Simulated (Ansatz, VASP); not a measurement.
# Ag: VASP beside Ansatz

```
Ag
1.0
     3.74182    0.00000    0.00000
     0.00000    0.00000   -3.92404
    -1.87091    5.55660    0.00000
Ag
2
Direct
  0.60344 0.25000 0.20689
  0.39656 0.75000 0.79311
```

Alike in both runs: task single point; functional PBE; k mesh 8 × 8 × 8; occupations gaussian, width 0.1 eV; no spin polarisation.

|  | VASP | Ansatz |
| --- | --- | --- |
| version | VASP 6.6.1 | Ansatz 0.2.0 |
| potentials or method | VASP PAW PBE potentials, release 64 (Ag), cutoff 520 eV | scalar-relativistic, plane waves, PAW |
| valence electrons in the cell | 22 | 38 |

```csv
,VASP,Ansatz,Ansatz less VASP
gap on the k mesh at the Fermi level (eV),none,none,-
rms of the force components (eV/Å),0.269,0.271,+0.0018
```

Atom by atom the forces differ by 0.002 eV/Å (rms over components). A gap of «none» marks a metal or a gap that the smearing closes. The functional is the same, so the differences come from potentials, cutoffs and numerics. VASP's potentials hold 22 valence electrons a cell and Ansatz's 38, so a difference there can come from the potentials and not from the codes.
